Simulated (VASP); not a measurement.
**Cu: single point with PBE**

Cu, in a box:

```
Cu
1.0
    15.00000    0.00000    0.00000
     0.00000   15.50000    0.00000
     0.00000    0.00000   16.00000
Cu
1
Direct
  0.50000 0.50000 0.50000
```

| Property | Result |
| --- | --- |
| Program | VASP 6.6.1 |
| Task | single point |
| Functional | PBE |
| Potentials or basis | VASP PAW PBE potentials, release 64 (Cu) |
| Cutoff | 520 eV |
| k mesh | 1 × 1 × 1 |
| Occupations | gaussian, width 0.005 eV |
| Spin | collinear spin, ferromagnetic start |
| Starting moments | [1.0] μB |
| Dipole correction | no |
| Further INCAR settings | ALGO = Normal; EDIFF = 1e-07; NBANDS = 16; ISYM = 0 |

```json
{
  "Gap between the frontier levels": "0.83 eV",
  "Net moment": "1.00 μB per cell",
  "Site moments": "Cu +0.31 μB",
  "Valence electrons inside the program's atomic spheres": "Cu 9.78"
}
```

Levels at points of the mesh, in eV from the valence-band top:
Spin up:
```csv
k point,band 4,band 5,band 6,band 7,band 8,band 9
"(0.00, 0.00, 0.00)",-0.17,-0.17,-0.11,3.93,3.94,3.94
```
Spin down:
| k point | band 3 | band 4 | band 5 | band 6 | band 7 | band 8 |
| --- | --- | --- | --- | --- | --- | --- |
| (0.00, 0.00, 0.00) | 0.00 | 0.00 | 0.00 | 0.83 | 4.71 | 4.71 |

Run time: 7.3 min on 1 thread of Intel(R) Xeon(R) Platinum 8488C (Sapphire Rapids) (shared host), peak memory 3.4 GiB.
